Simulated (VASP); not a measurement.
# Al (a cell with a defect) in VASP: further runs

Runs on Al (a cell with a defect). Level: LDA. Tasks: single point.

Everything below comes from runs of VASP 6.6.1. Logs are shortened: lines on timing, memory, paths and dates and some standing lists are left out, and cuts for length are marked.

### 1 The cell of the first run

The cell holds a defect, 7 atoms: a = 5.727 Å, b = 5.727 Å, c = 5.727 Å, α = 60.00°, β = 60.00°, γ = 60.00°.

### 2 Single point, LDA

INCAR

```
PREC = Accurate
ENCUT = 400
EDIFF = 1E-6
ISMEAR = 0
SIGMA = 0.05
LREAL = F
LASPH = T
NELM = 120
ALGO = Normal
ISIF = 2
LWAVE = F
LCHARG = T
LELF = T
LVHAR = T
NBANDS = 20
GGA_COMPAT = F
```

KPOINTS

```
Automatic mesh
0
Gamma
  2 2 2
  0.5 0.5 0.5
```

POSCAR

```
Al
1.0
    0.0000000000      4.0496100000      4.0496100000
    4.0496100000      0.0000000000      4.0496100000
    4.0496100000      4.0496100000      0.0000000000
Al
7
Direct
    0.0000000000      0.0000000000      0.5000000000
    0.0000000000      0.5000000000      0.0000000000
    0.0000000000      0.5000000000      0.5000000000
    0.5000000000      0.0000000000      0.0000000000
    0.5000000000      0.0000000000      0.5000000000
    0.5000000000      0.5000000000      0.0000000000
    0.5000000000      0.5000000000      0.5000000000
```

Potentials or basis: VASP PAW LDA potentials, release 64 (Al).

On the command line:

```console
> cat potpaw_LDA.64/Al/POTCAR > POTCAR
> mpirun -np 1 vasp_std > vasp.out
```

OUTCAR:

```text
PREC = Accurate
   ENCUT = 400
   EDIFF = 1E-6
   ISMEAR = 0
   LREAL = F
   LASPH = T
   NELM = 120
   ISIF = 2

 ion  position               nearest neighbor table
   1  0.000  0.000  0.500-   3 2.86   5 2.86   2 2.86   4 2.86   2 2.86   3 2.86   7 2.86   4 2.86
                             5 2.86   7 2.86
   2  0.000  0.500  0.000-   3 2.86   6 2.86   1 2.86   3 2.86   7 2.86   1 2.86   4 2.86   4 2.86
                             6 2.86   7 2.86
   3  0.000  0.500  0.500-   1 2.86   2 2.86   7 2.86   2 2.86   6 2.86   1 2.86   5 2.86   5 2.86
                             6 2.86   7 2.86
   4  0.500  0.000  0.000-   5 2.86   6 2.86   1 2.86   5 2.86   7 2.86   2 2.86   6 2.86   7 2.86
                             1 2.86   2 2.86
   5  0.500  0.000  0.500-   1 2.86   4 2.86   7 2.86   4 2.86   6 2.86   3 2.86   6 2.86   7 2.86
                             1 2.86   3 2.86
   6  0.500  0.500  0.000-   2 2.86   4 2.86   7 2.86   3 2.86   5 2.86   7 2.86   4 2.86   5 2.86
                             2 2.86   3 2.86
   7  0.500  0.500  0.500-   3 2.86   5 2.86   6 2.86   2 2.86   4 2.86   6 2.86   1 2.86   4 2.86
                             5 2.86   1 2.86   2 2.86   3 2.86

  LATTYP: Found a face centered cubic cell.
 ALAT       =     8.0992200000

  Lattice vectors:

 A1 = (   0.0000000000,   4.0496100000,   4.0496100000)
 A2 = (   4.0496100000,   0.0000000000,   4.0496100000)
 A3 = (   4.0496100000,   4.0496100000,   0.0000000000)

Analysis of symmetry for initial positions (statically):
=====================================================================
 Subroutine PRICEL returns:
 Original cell was already a primitive cell.

 Routine SETGRP: Setting up the symmetry group for a
 face centered cubic supercell.

 Subroutine GETGRP returns: Found 48 space group operations
 (whereof 48 operations were pure point group operations)
 out of a pool of 48 trial point group operations.

The static configuration has the point symmetry O_h .

Analysis of symmetry for dynamics (positions and initial velocities):
=====================================================================
 Subroutine PRICEL returns:
 Original cell was already a primitive cell.

 Routine SETGRP: Setting up the symmetry group for a
 face centered cubic supercell.

 Subroutine GETGRP returns: Found 48 space group operations
 (whereof 48 operations were pure point group operations)
 out of a pool of 48 trial point group operations.

The dynamic configuration has the point symmetry O_h .

 Subroutine INISYM returns: Found 48 space group operations
 (whereof 48 operations are pure point group operations),
 and found     1 'primitive' translations

----------------------------------------------------------------------------------------

                                     Primitive cell

  volume of cell :     132.8219

  direct lattice vectors                    reciprocal lattice vectors
     0.000000000  4.049610000  4.049610000    -0.123468680  0.123468680  0.123468680
     4.049610000  0.000000000  4.049610000     0.123468680 -0.123468680  0.123468680
     4.049610000  4.049610000  0.000000000     0.123468680  0.123468680 -0.123468680

  length of vectors
     5.727013384  5.727013384  5.727013384     0.213854026  0.213854026  0.213854026

  position of ions in fractional coordinates (direct lattice)
     0.000000000  0.000000000  0.500000000
     0.000000000  0.500000000  0.000000000
     0.000000000  0.500000000  0.500000000
     0.500000000  0.000000000  0.000000000
     0.500000000  0.000000000  0.500000000
     0.500000000  0.500000000  0.000000000
     0.500000000  0.500000000  0.500000000

  ion indices of the primitive-cell ions
   primitive index   ion index
                 1           1
                 2           2
                 3           3
                 4           4
                 5           5
                 6           6
                 7           7

----------------------------------------------------------------------------------------

 KPOINTS: Automatic mesh

Automatic generation of k-mesh.
 Grid dimensions read from file:
 generate k-points for:    2    2    2

 Generating k-lattice:

  Cartesian coordinates                     Fractional coordinates (reciprocal lattice)
    -0.061734340  0.061734340  0.061734340     0.500000000  0.000000000  0.000000000
     0.061734340 -0.061734340  0.061734340     0.000000000  0.500000000  0.000000000
     0.061734340  0.061734340 -0.061734340     0.000000000  0.000000000  0.500000000

  Length of vectors
     0.106927013  0.106927013  0.106927013

  Shift w.r.t. Gamma in fractional coordinates (k-lattice)
     0.500000000  0.500000000  0.500000000

 Subroutine IBZKPT returns following result:
 ===========================================

 Found      2 irreducible k-points:

 Following reciprocal coordinates:
            Coordinates               Weight
  0.250000  0.250000  0.250000      8.000000
 -0.250000  0.250000  0.250000     24.000000
   k-points           NKPTS =      2   k-points in BZ     NKDIM =      2   number of bands    NBANDS=     20
   number of dos      NEDOS =    301   number of ions     NIONS =      7
   total plane-waves  NPLWV =  64000
   dimension x,y,z NGX =    40 NGY =   40 NGZ =   40
   dimension x,y,z NGXF=    80 NGYF=   80 NGZF=   80
   ions per type =               7
   NGX,Y,Z   is equivalent  to a cutoff of  11.61, 11.61, 11.61 a.u.
   NGXF,Y,Z  is equivalent  to a cutoff of  23.22, 23.22, 23.22 a.u.
 SYSTEM =  unknown system
   PREC   = accura    normal or accurate (medium, high low for compatibility)
   ISTART =      0    job   : 0-new  1-cont  2-samecut
   ICHARG =      2    charge: 1-file 2-atom 10-const
   ISPIN  =      1    spin polarized calculation?
   LNONCOLLINEAR =      F non collinear calculations
   LSORBIT =      F    spin-orbit coupling
   LASPH  =      T    aspherical Exc in radial PAW
   ENCUT  =  400.0 eV  29.40 Ry    5.42 a.u.   9.34  9.34  9.34*2*pi/ulx,y,z
   NELM   =    120;   NELMIN=  2; NELMDL= -5     # of ELM steps
   EDIFF  = 0.1E-05   stopping-criterion for ELM
   LREAL  =      F    real-space projection
   EDIFFG = 0.1E-04   stopping-criterion for IOM
   NSW    =      0    number of steps for IOM
   IBRION =     -1    ionic relax: 0-MD 1-quasi-New 2-CG
   NFREE  =      0    steps in history (QN), initial steepest desc. (CG)
   ISIF   =      2    stress and relaxation
   ISYM   =      2    0-nonsym 1-usesym 2-fastsym
   POTIM  = 0.5000    time-step for ionic-motion
   TEBEG  =    0.0;   TEEND  =   0.0 temperature during run
   PSTRESS=    0.0 pullay stress
   NELECT =      21.0000    total number of electrons
   NUPDOWN=      -1.0000    fix difference up-down
   EMIN   =  10.00;   EMAX   =-10.00  energy-range for DOS
   EFERMI =   0.00;   METHOD = LEGACY
   ISMEAR =     0;   SIGMA  =   0.05  broadening in eV -4-tet -1-fermi 0-gaus
   EFERMI_NEDOS =   21; number of points for ismear=-14 and -15
   IALGO  =     38    algorithm
   IMIX   =      4    mixing-type and parameters
     AMIX     =   0.40;   BMIX     =  1.00
     AMIX_MAG =   1.60;   BMIX_MAG =  1.00
  volume/ion in A,a.u.               =      18.97       128.05
  Fermi-wavevector in a.u.,A,eV,Ry     =   0.885234  1.672850 10.662058  0.783639
  Thomas-Fermi vector in A             =   2.006240
   LORBIT       =      0    0 simple, 1 ext, 2 COOP (PROOUT), +10 PAW based schemes
   GGA     = CA    functional components
   LHFCALC =     F    Hartree Fock is set to
   AEXX    =    0.0000 exact exchange contribution
   IVDW    =     0    specifies the selected vdW correction
   LEPSILON=     F    determine dielectric tensor
   LRPA    =     F    only Hartree local field effects (RPA)
 non-spin polarized calculation
 Gauss-broadening in eV      SIGMA  =   0.05
  energy-cutoff  :      400.00
  volume of cell :      132.82
 maximum number of plane-waves:      2427
 NGX is ok and might be reduce to    40
   NGX = 19   NGY = 19   NGZ = 19

 number of electron      21.0000001 magnetization

 Free energy of the ion-electron system (eV)
  ---------------------------------------------------
  ext. energy  EPLUGINS =         0.00000000
  ---------------------------------------------------
  free energy    TOTEN  =       -28.31066863 eV

  energy without entropy =      -28.31066321  energy(sigma->0) =      -28.31066592

 E-fermi :   6.2986     XC(G=0):  -9.7362

 val. band max:        6.1489496785   @ k =  -0.2500   0.2500   0.2500
 cond. band min:       6.4483294510   @ k =  -0.2500   0.2500   0.2500
 fundamental gap:      0.2993797726
 Fermi energy:         6.2986395796

 k-point     1 :       0.2500    0.2500    0.2500
  band No.  band energies     occupation
      1      -3.6892      2.00000
      2      -0.3849      2.00000
      3       1.6569      2.00000
      4       1.6621      2.00000
      5       1.6621      2.00000
      6       2.8831      2.00000
[... 12 lines left out ...]
     19      12.5685      0.00000
     20      13.2122      0.00000

 k-point     2 :      -0.2500    0.2500    0.2500
  band No.  band energies     occupation
      1      -2.6637      2.00000
      2      -1.4692      2.00000
      3      -0.4425      2.00000
      4       0.6930      2.00000
      5       1.2425      2.00000
      6       3.3001      2.00000
[... 12 lines left out ...]
     19      10.3835      0.00000
     20      10.9434      0.00000

------------------------ aborting loop because EDIFF is reached ----------------------------------------

  FORCE on cell =-STRESS in cart. coord.  units (eV):
  Direction    XX          YY          ZZ          XY          YZ          ZX
  --------------------------------------------------------------------------------------
  -------------------------------------------------------------------------------------
  Total       -4.5018132     -4.5018132     -4.5018132     -0.0000000      0.0000000     -0.0000000
  in kB      -54.3035793    -54.3035793    -54.3035793     -0.0000000      0.0000000     -0.0000000
  external PRESSURE =     -54.3035793 kB  Pullay stress =       0.0000000 kB

 VOLUME and BASIS-vectors are now :
 -----------------------------------------------------------------------------
  energy-cutoff  :      400.00
  volume of cell :      132.82
      direct lattice vectors                 reciprocal lattice vectors
     0.000000000  4.049610000  4.049610000    -0.123468680  0.123468680  0.123468680
     4.049610000  0.000000000  4.049610000     0.123468680 -0.123468680  0.123468680
     4.049610000  4.049610000  0.000000000     0.123468680  0.123468680 -0.123468680

 POSITION                                       TOTAL-FORCE (eV/Angst)
 -----------------------------------------------------------------------------------
      2.02481      2.02481      0.00000         0.000000      0.000000      0.000000
      2.02481      0.00000      2.02481        -0.000000     -0.000000      0.000000
      4.04961      2.02481      2.02481         0.000000     -0.000000     -0.000000
      0.00000      2.02481      2.02481        -0.000000      0.000000     -0.000000
      2.02481      4.04961      2.02481        -0.000000      0.000000      0.000000
      2.02481      2.02481      4.04961         0.000000     -0.000000     -0.000000
      4.04961      4.04961      4.04961        -0.000000      0.000000      0.000000
 -----------------------------------------------------------------------------------
    total drift:                               -0.000000      0.000000      0.000000

  FREE ENERGIE OF THE ION-ELECTRON SYSTEM (eV)
  ---------------------------------------------------
  free  energy   TOTEN  =       -28.3106686276 eV

  energy  without entropy=      -28.3106632079  energy(sigma->0) =      -28.31066592
```

Wall time 3.7 s (1 thread of Intel Xeon 6975P-C (Granite Rapids), shared host); peak memory 0.17 GiB.

Results:

| Quantity | Value |
| --- | --- |
| Free energy | -28.3107 eV |
| Pressure | -5.4 GPa |

Caveat: the k points lie up to 0.67 Å⁻¹ apart.

### 3 Single point, LDA

INCAR

```
SYSTEM = Al
PREC     = Accurate       ! precision mode
ENCUT    = 400            ! plane-wave cutoff, eV
EDIFF    = 1E-6           ! SCF threshold, eV
ISMEAR   = 0              ! smearing method
SIGMA    = 0.05           ! smearing width, eV
LREAL    = .FALSE.        ! projectors in reciprocal space
LASPH    = .TRUE.         ! aspherical terms in the spheres
NELM     = 120            ! most SCF steps
ALGO     = Normal         ! electronic algorithm
ISIF     = 2              ! what is computed and relaxed
LWAVE    = .FALSE.        ! write WAVECAR
LCHARG   = .FALSE.        ! write CHGCAR
NBANDS   = 20             ! bands
GGA_COMPAT= .FALSE.
```

KPOINTS is that of step 2.

Edit POSCAR of step 2 so:

```diff
@@ -8,3 +8,3 @@
 Direct
-    0.0000000000      0.0000000000      0.5000000000
+    0.0000000000      0.0000000000      0.0000000000
     0.0000000000      0.5000000000      0.0000000000
```

Potentials or basis: VASP PAW LDA potentials, release 64 (Al).

On the command line:

```console
> cat potpaw_LDA.64/Al/POTCAR > POTCAR
> mpirun -np 1 vasp_std > vasp.out
```

It took 3 s on 1 thread of Intel Xeon 6975P-C (Granite Rapids), shared host; peak memory 0.17 GiB.

Results (log left out):

```
Free energy : -28.3107 eV
Pressure    : -5.4 GPa
```

Levels at points of the mesh, in eV from the Fermi level:
```csv
k point,band 7,band 8,band 9,band 10,band 11,band 12,band 13,band 14,band 15,band 16
"(0.25, 0.25, 0.25)",-3.42,-2.90,-2.02,-2.02,-1.44,-0.36,1.10,1.10,2.94,2.94
```

Caveat: the k points lie up to 0.67 Å⁻¹ apart.
